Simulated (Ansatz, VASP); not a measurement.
## BN: VASP beside Ansatz

File POSCAR:

```
BN
1.0
    0.0000000000      1.8048137558      1.7777415495
    1.8048137558      0.0000000000      1.7777415495
    1.8048137558      1.8048137558      0.0000000000
B N
1 1
Direct
    0.0000000000      0.0000000000      0.0000000000
    0.7500000000      0.7500000000      0.7500000000
```

The input INCAR.step1:

```
SYSTEM = BN
ALGO = Normal
EDIFF = 1E-4
ENCUT = 520
GGA = PE
ISMEAR = 0
LASPH = .True.
LCHARG = .False.
LREAL = .False.
LWAVE = .True.
NBANDS = 11
NELM = 80
PREC = Accurate
SIGMA = 0.05
```

File INCAR.step2:

```
SYSTEM = BN
ALGO = Normal
EDIFF = 1E-7
ENCUT = 520
ISIF = 2
ISMEAR = 0
ISTART = 1
LASPH = .True.
LCHARG = .False.
LMIXTAU = .True.
LREAL = .False.
LWAVE = .False.
METAGGA = R2SCAN
NBANDS = 11
NELM = 80
PREC = Accurate
SIGMA = 0.05
```

KPOINTS

```
k-points
0
Gamma
  12 12 12
  0 0 0
```

Input for Ansatz:

```yaml
crystal:
  lattice:
    - [0.0, 1.8048137558, 1.7777415495]
    - [1.8048137558, 0.0, 1.7777415495]
    - [1.8048137558, 1.8048137558, 0.0]
  atoms:
    - { symbol: B, position: [0.0, 0.0, 0.0] }
    - { symbol: "N", position: [0.75, 0.75, 0.75] }
basis:
  ecutwfc: 500
kpoints:
  mp_grid: { grid: [12, 12, 12] }
hamiltonian:
  xc: r2scan
scf:
  occupations: { method: gaussian, width: 0.05 }
output:
  forces: true
  stress: true
  eigenvalues: true
```

Change from the starting cell: strain -0.0150 x Voigt [0, 0, 1, 0, 0, 0], atoms carried along.

Alike in both runs: task single point; functional r2SCAN; k mesh 12 × 12 × 12; occupations gaussian, width 0.05 eV; no spin polarisation.

```csv
,VASP,Ansatz
version,VASP 6.6.1,Ansatz 0.2.0
potentials or method,"VASP PAW PBE potentials, release 64 (B, N), cutoff 520 eV","scalar-relativistic, plane waves, PAW"
valence electrons in the cell,8,8
```

|  | VASP | Ansatz | Ansatz less VASP |
| --- | --- | --- | --- |
| gap on the k mesh at the Fermi level (eV) | 4.72 | 4.74 | +0.023 |
| least direct gap on the mesh (eV) | 9.45 | 9.49 | +0.040 |
| pressure (GPa) | 7.3 | 6.1 | -1.17 |
| traceless stress, the component that is largest in VASP (GPa) | 6.46 | 6.48 | +0.017 |

VASP's potentials were made for PBE, not for r2SCAN. With one functional, cell and mesh, what is left measures potentials, basis and numerics.
